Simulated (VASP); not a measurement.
# Au3C in VASP: further runs

The runs below take Au3C through single point, with PBE.

All numbers are computed with VASP 6.6.1; they aren't measurements. Logs are shortened: lines on timing, memory, paths and dates and some standing lists are left out, and cuts for length are marked.

## (1) The cell of the first run

The cell holds a slab with vacuum, 4 atoms: a = 2.940 Å, b = 2.940 Å, c = 21.897 Å, α = 90.00°, β = 90.00°, γ = 120.00°.

## (2) Single point, PBE

Input file INCAR:

```
SYSTEM = Au3C
PREC = Accurate ; ENCUT = 520
EDIFF = 1E-6 ; ISMEAR = 0
SIGMA = 0.1 ; LREAL = .FALSE.
LASPH = .TRUE. ; NELM = 60
ALGO = Normal ; ISIF = 2
LWAVE = .FALSE. ; LCHARG = .FALSE.
LDIPOL = .TRUE. ; IDIPOL = 3
DIPOL = 0.5 0.5 0.348 ; GGA = PE
NBANDS = 26
```

Input file KPOINTS:

```
Automatic mesh
0
G
  9 9 1
  0 0 0
```

Input file POSCAR:

```
Au3C
1.0
    2.9402049748      0.0000000000      0.0000000000
   -1.4701024874      2.5462922005      0.0000000000
    0.0000000000      0.0000000000     21.8974947720
Au C
3 1
Direct
    0.6666666667      0.3333333333      0.1826692981
    0.3333333333      0.6666666667      0.2945190844
    0.0000000000      0.0000000000      0.4063247812
    0.8888888889     -0.8888888889      0.5099896079
```

Potentials or basis: VASP PAW PBE potentials, release 64 (Au, C).

Started as:

```
$ cat potpaw_PBE.64/Au/POTCAR potpaw_PBE.64/C/POTCAR > POTCAR
$ mpirun -np 1 vasp_std > vasp.out
```

OUTCAR:

```text
SYSTEM = Au3C
   PREC = Accurate
   ENCUT = 520
   EDIFF = 1E-6
   ISMEAR = 0
   LREAL = .FALSE.
   LASPH = .TRUE.
   NELM = 60
   ISIF = 2
   GGA = PE

 ion  position               nearest neighbor table
   1  0.667  0.333  0.183-   2 2.98   2 2.98   2 2.98
   2  0.333  0.667  0.295-   3 2.98   3 2.98   3 2.98   1 2.98   1 2.98   1 2.98
   3  0.000  0.000  0.406-   4 2.34   2 2.98   2 2.98   2 2.98
   4  0.889  0.111  0.510-   3 2.34

  LATTYP: Found a hexagonal cell.
 ALAT       =     2.9402049748
 C/A-ratio  =     7.4476082313

  Lattice vectors:

 A1 = (   2.9402049748,   0.0000000000,   0.0000000000)
 A2 = (  -1.4701024874,   2.5462922005,   0.0000000000)
 A3 = (   0.0000000000,   0.0000000000,  21.8974947720)

Analysis of symmetry for initial positions (statically):
=====================================================================
 Subroutine PRICEL returns:
 Original cell was already a primitive cell.

 Routine SETGRP: Setting up the symmetry group for a
 hexagonal supercell.

 Subroutine GETGRP returns: Found  2 space group operations
 (whereof  2 operations were pure point group operations)
 out of a pool of 24 trial point group operations.

The static configuration has the point symmetry C_1h.

Analysis of symmetry for dynamics (positions and initial velocities):
=====================================================================
 Subroutine PRICEL returns:
 Original cell was already a primitive cell.

 Routine SETGRP: Setting up the symmetry group for a
 hexagonal supercell.

 Subroutine GETGRP returns: Found  2 space group operations
 (whereof  2 operations were pure point group operations)
 out of a pool of 24 trial point group operations.

The dynamic configuration has the point symmetry C_1h.

 Subroutine INISYM returns: Found  2 space group operations
 (whereof  2 operations are pure point group operations),
 and found     1 'primitive' translations

----------------------------------------------------------------------------------------

                                     Primitive cell

  volume of cell :     163.9382

  direct lattice vectors                    reciprocal lattice vectors
     2.940204975  0.000000000  0.000000000     0.340112342  0.196363952  0.000000000
    -1.470102487  2.546292200  0.000000000     0.000000000  0.392727904  0.000000000
     0.000000000  0.000000000 21.897494772     0.000000000  0.000000000  0.045667325

  length of vectors
     2.940204975  2.940204975 21.897494772     0.392727904  0.392727904  0.045667325

  position of ions in fractional coordinates (direct lattice)
     0.666666667  0.333333333  0.182669298
     0.333333333  0.666666667  0.294519084
     0.000000000  0.000000000  0.406324781
     0.888888889  0.111111111  0.509989608

  ion indices of the primitive-cell ions
   primitive index   ion index
                 1           1
                 2           2
                 3           3
                 4           4

----------------------------------------------------------------------------------------

 KPOINTS: Automatic mesh

Automatic generation of k-mesh.
 Grid dimensions read from file:
 generate k-points for:    9    9    1

 Generating k-lattice:

  Cartesian coordinates                     Fractional coordinates (reciprocal lattice)
     0.037790260  0.021818217  0.000000000     0.111111111  0.000000000  0.000000000
     0.000000000  0.043636434  0.000000000     0.000000000  0.111111111  0.000000000
     0.000000000  0.000000000  0.045667325     0.000000000  0.000000000  1.000000000

  Length of vectors
     0.043636434  0.043636434  0.045667325

  Shift w.r.t. Gamma in fractional coordinates (k-lattice)
     0.000000000  0.000000000  0.000000000

 Subroutine IBZKPT returns following result:
 ===========================================

 Found     25 irreducible k-points:

 Following reciprocal coordinates:
            Coordinates               Weight
  0.000000  0.000000  0.000000      1.000000
  0.111111  0.000000  0.000000      4.000000
 -0.111111  0.111111  0.000000      2.000000
  0.222222 -0.000000  0.000000      4.000000
 -0.222222  0.222222  0.000000      2.000000
  0.333333 -0.000000  0.000000      4.000000
[... 16 lines left out ...]
 -0.222222 -0.444444  0.000000      4.000000
  0.444444  0.333333  0.000000      4.000000
   k-points           NKPTS =     25   k-points in BZ     NKDIM =     25   number of bands    NBANDS=     26
   number of dos      NEDOS =    301   number of ions     NIONS =      4
   total plane-waves  NPLWV =  96768
   dimension x,y,z NGX =    24 NGY =   24 NGZ =  168
   dimension x,y,z NGXF=    48 NGYF=   48 NGZF=  336
   ions per type =               3   1
   NGX,Y,Z   is equivalent  to a cutoff of  13.57, 13.57, 12.75 a.u.
   NGXF,Y,Z  is equivalent  to a cutoff of  27.14, 27.14, 25.51 a.u.
 SYSTEM =  Au3C
   PREC   = accura    normal or accurate (medium, high low for compatibility)
   ISTART =      0    job   : 0-new  1-cont  2-samecut
   ICHARG =      2    charge: 1-file 2-atom 10-const
   ISPIN  =      1    spin polarized calculation?
   LNONCOLLINEAR =      F non collinear calculations
   LSORBIT =      F    spin-orbit coupling
   LASPH  =      T    aspherical Exc in radial PAW
   ENCUT  =  520.0 eV  38.22 Ry    6.18 a.u.   5.47  5.47 40.71*2*pi/ulx,y,z
   NELM   =     60;   NELMIN=  2; NELMDL= -5     # of ELM steps
   EDIFF  = 0.1E-05   stopping-criterion for ELM
   LREAL  =      F    real-space projection
   EDIFFG = 0.1E-04   stopping-criterion for IOM
   NSW    =      0    number of steps for IOM
   IBRION =     -1    ionic relax: 0-MD 1-quasi-New 2-CG
   NFREE  =      0    steps in history (QN), initial steepest desc. (CG)
   ISIF   =      2    stress and relaxation
   ISYM   =      2    0-nonsym 1-usesym 2-fastsym
   POTIM  = 0.5000    time-step for ionic-motion
   TEBEG  =    0.0;   TEEND  =   0.0 temperature during run
   PSTRESS=    0.0 pullay stress
   NELECT =      37.0000    total number of electrons
   NUPDOWN=      -1.0000    fix difference up-down
   EMIN   =  10.00;   EMAX   =-10.00  energy-range for DOS
   EFERMI =   0.00;   METHOD = LEGACY
   ISMEAR =     0;   SIGMA  =   0.10  broadening in eV -4-tet -1-fermi 0-gaus
   EFERMI_NEDOS =   21; number of points for ismear=-14 and -15
   IALGO  =     38    algorithm
   IMIX   =      4    mixing-type and parameters
     AMIX     =   0.40;   BMIX     =  1.00
     AMIX_MAG =   1.60;   BMIX_MAG =  1.00
  volume/ion in A,a.u.               =      40.98       276.58
  Fermi-wavevector in a.u.,A,eV,Ry     =   0.996740  1.883566 13.517266  0.993491
  Thomas-Fermi vector in A             =   2.128849
   LORBIT       =      0    0 simple, 1 ext, 2 COOP (PROOUT), +10 PAW based schemes
   GGA     = PE    functional components
   LHFCALC =     F    Hartree Fock is set to
   AEXX    =    0.0000 exact exchange contribution
   IVDW    =     0    specifies the selected vdW correction
   LEPSILON=     F    determine dielectric tensor
   LRPA    =     F    only Hartree local field effects (RPA)
 non-spin polarized calculation
 Gauss-broadening in eV      SIGMA  =   0.10
  energy-cutoff  :      520.00
  volume of cell :      163.94
 maximum number of plane-waves:      4481
 NGX is ok and might be reduce to    24
   NGX = 11   NGY = 11   NGZ = 81

 dipolmoment           0.000000      0.000000     -0.000027 electrons x Angstroem

 number of electron      36.9999996 magnetization

 dipolmoment           0.000000      0.000000      0.044484 electrons x Angstroem

 Free energy of the ion-electron system (eV)
  ---------------------------------------------------
  ext. energy  EPLUGINS =         0.00000000
  ---------------------------------------------------
  free energy    TOTEN  =       -12.66960057 eV

  energy without entropy =      -12.66440345  energy(sigma->0) =      -12.66700201

 E-fermi :  -0.5288     XC(G=0):  -5.6439

 val. band max:       -0.7198849014   @ k =   0.0000   0.0000   0.0000
 cond. band min:      -0.5160305941   @ k =   0.4444  -0.0000   0.0000
 fundamental gap:      0.2038543073
 Fermi energy:        -0.5287729405

 k-point     1 :       0.0000    0.0000    0.0000
  band No.  band energies     occupation
      1     -11.0570      2.00000
      2      -8.7755      2.00000
      3      -7.4515      2.00000
      4      -7.0021      2.00000
      5      -5.0162      2.00000
      6      -4.7153      2.00000
[... 18 lines left out ...]
     25       5.7121      0.00000
     26       5.9641      0.00000

 k-point     2 :       0.1111    0.0000    0.0000
  band No.  band energies     occupation
      1     -10.8722      2.00000
      2      -8.4330      2.00000
      3      -7.1147      2.00000
      4      -6.6903      2.00000
      5      -5.0406      2.00000
      6      -4.8768      2.00000
[... 18 lines left out ...]
     25       5.9736      0.00000
     26       6.2429      0.00000

 k-point     3 :      -0.1111    0.1111    0.0000
  band No.  band energies     occupation
      1     -10.8714      2.00000
      2      -8.4336      2.00000
      3      -7.1131      2.00000
      4      -6.6898      2.00000
      5      -5.0595      2.00000
      6      -4.8808      2.00000
[... 18 lines left out ...]
     25       5.9698      0.00000
     26       6.2431      0.00000

 k-point     4 :       0.2222   -0.0000    0.0000
  band No.  band energies     occupation
      1     -10.3619      2.00000
      2      -7.5528      2.00000
      3      -6.4106      2.00000
      4      -6.0489      2.00000
      5      -5.3677      2.00000
      6      -5.0701      2.00000
[... 18 lines left out ...]
     25       6.7458      0.00000
     26       7.0729      0.00000

 k-point     5 :      -0.2222    0.2222    0.0000
  band No.  band energies     occupation
      1     -10.3590      2.00000
      2      -7.5559      2.00000
      3      -6.4001      2.00000
      4      -6.0523      2.00000
      5      -5.3933      2.00000
      6      -5.0677      2.00000
[... 18 lines left out ...]
     25       6.7305      0.00000
     26       7.0673      0.00000

 k-point     6 :       0.3333   -0.0000    0.0000
  band No.  band energies     occupation
      1      -9.6656      2.00000
      2      -6.7988      2.00000
      3      -6.3442      2.00000
      4      -6.0010      2.00000
      5      -5.7786      2.00000
      6      -5.0266      2.00000
[... 427 lines left out ...]
 k-point    21 :      -0.2222    0.4444    0.0000
  band No.  band energies     occupation
      1      -9.3181      2.00000
      2      -6.2036      2.00000
      3      -5.8777      2.00000
      4      -5.5352      2.00000
      5      -5.3756      2.00000
      6      -5.0218      2.00000
[... 18 lines left out ...]
     25       6.8499      0.00000
     26       7.9324      0.00000

 k-point    22 :       0.3333    0.2222    0.0000
  band No.  band energies     occupation
      1      -8.8475      2.00000
      2      -6.0169      2.00000
      3      -5.8883      2.00000
      4      -5.6852      2.00000
      5      -5.3118      2.00000
      6      -5.0707      2.00000
[... 18 lines left out ...]
     25       5.8725      0.00000
     26       7.4267      0.00000

 k-point    23 :      -0.2222   -0.4444    0.0000
  band No.  band energies     occupation
      1      -8.8505      2.00000
      2      -6.0165      2.00000
      3      -5.8940      2.00000
      4      -5.6813      2.00000
      5      -5.2856      2.00000
      6      -5.0958      2.00000
[... 18 lines left out ...]
     25       6.0377      0.00000
     26       7.2074      0.00000

 k-point    24 :       0.4444    0.3333    0.0000
  band No.  band energies     occupation
      1      -8.8519      2.00000
      2      -6.0145      2.00000
      3      -5.8912      2.00000
      4      -5.6680      2.00000
      5      -5.2862      2.00000
      6      -5.1365      2.00000
[... 18 lines left out ...]
     25       5.9443      0.00000
     26       7.3382      0.00000

 [... further k-points ...]

------------------------ aborting loop because EDIFF is reached ----------------------------------------

 vacuum level on the upper side and lower side of the slab       (xc-potential included)         0.439        -0.667

  FORCE on cell =-STRESS in cart. coord.  units (eV):
  Direction    XX          YY          ZZ          XY          YZ          ZX
  --------------------------------------------------------------------------------------
  -------------------------------------------------------------------------------------
  Total       -4.6954852     -4.4096144     -4.4245841      0.2475714     -0.5758981      0.9974852
  in kB      -45.8892310    -43.0953998    -43.2416999      2.4195288     -5.6282837      9.7484770
  external PRESSURE =     -44.0754435 kB  Pullay stress =       0.0000000 kB

 VOLUME and BASIS-vectors are now :
 -----------------------------------------------------------------------------
  energy-cutoff  :      520.00
  volume of cell :      163.94
      direct lattice vectors                 reciprocal lattice vectors
     2.940204975  0.000000000  0.000000000     0.340112342  0.196363952  0.000000000
    -1.470102487  2.546292200  0.000000000     0.000000000  0.392727904  0.000000000
     0.000000000  0.000000000 21.897494772     0.000000000  0.000000000  0.045667325

 POSITION                                       TOTAL-FORCE (eV/Angst)
 -----------------------------------------------------------------------------------
      1.47010      0.84876      4.00000        -0.003439      0.001985      0.126442
     -0.00000      1.69753      6.44923        -0.008986      0.005188     -0.004632
      0.00000      0.00000      8.89749        -0.409830      0.236615      1.541889
      2.45017      0.28292     11.16749         0.422255     -0.243789     -1.663698
 -----------------------------------------------------------------------------------
    total drift:                               -0.000055      0.000032      0.000132

  FREE ENERGIE OF THE ION-ELECTRON SYSTEM (eV)
  ---------------------------------------------------
  free  energy   TOTEN  =       -12.6696005745 eV

  energy  without entropy=      -12.6644034496  energy(sigma->0) =      -12.66700201

 vacuum level on the upper side and lower side of the slab         5.709         4.618
```

It took 3.6 min on 1 thread of Oxide Virtual Turin-like, shared host; peak memory 0.3 GiB.

Results:

```
Free energy   : -12.6696 eV
Largest force : 1.734 eV/Å
```

Forces on the atoms (eV/Å):
```
Au  -0.003  0.002  0.126
Au  -0.009  0.005 -0.005
Au  -0.410  0.237  1.542
C    0.422 -0.244 -1.664
```

Levels at points of the mesh, in eV from the Fermi level:
| k point | band 16 | band 17 | band 18 | band 19 | band 20 | band 21 | band 22 | band 23 |
| --- | --- | --- | --- | --- | --- | --- | --- | --- |
| (0.00, 0.00, 0.00) | -2.51 | -2.18 | -1.91 | -1.91 | -0.19 | 2.54 | 2.61 | 3.65 |

Caveat: spin-orbit coupling is left out, which moves the levels of the heavy elements.

## (3) Single point, PBE

Input file INCAR:

```
SYSTEM = Au3C
  PREC = Accurate
  ENCUT = 520
  EDIFF = 1E-6
  ISMEAR = 0
  SIGMA = 0.1
  LREAL = .FALSE.
  LASPH = .TRUE.
  NELM = 100
  ALGO = Normal
  ISIF = 2
  LWAVE = .FALSE.
  LCHARG = .FALSE.
  LDIPOL = .TRUE.
  IDIPOL = 3
  DIPOL = 0.5 0.5 0.359
  GGA = PE
  NBANDS = 26
```

Input file KPOINTS:

```
regular mesh
0
G
  9 9 1
  0 0 0
```

POSCAR, as its differences from that of step 2:

```diff
@@ -11,2 +11,2 @@
     0.0000000000      0.0000000000      0.4063247812
-    0.8888888889     -0.8888888889      0.5099896079
+    0.8888888889     -0.8888888889      0.5510901999
```

Potentials or basis: VASP PAW PBE potentials, release 64 (Au, C).

Started as:

```
$ cat potpaw_PBE.64/Au/POTCAR potpaw_PBE.64/C/POTCAR > POTCAR
$ mpirun -np 1 vasp_std > vasp.out
```

Wall time 5.3 min (1 thread of Oxide Virtual Turin-like, shared host); peak memory 0.31 GiB.

The run converged. Its results:

- Free energy: -11.5367 eV
- Largest force: 0.648 eV/Å

Forces in eV/Å, atoms in the order of the input:
```
Au  -0.001  0.001  0.152
Au  -0.003  0.002  0.067
Au  -0.058  0.034  0.426
C    0.062 -0.036 -0.644
```

Levels at points of the mesh, in eV from the Fermi level:
```
           k point  band 17  band 18  band 19  band 20  band 21  band 22
(0.00, 0.00, 0.00)    -1.86    -1.78    -1.78    -0.45     1.50     2.66
```

Caveat: spin-orbit coupling is left out, which moves the levels of the heavy elements.

(Part 1 of 2 ends here.)
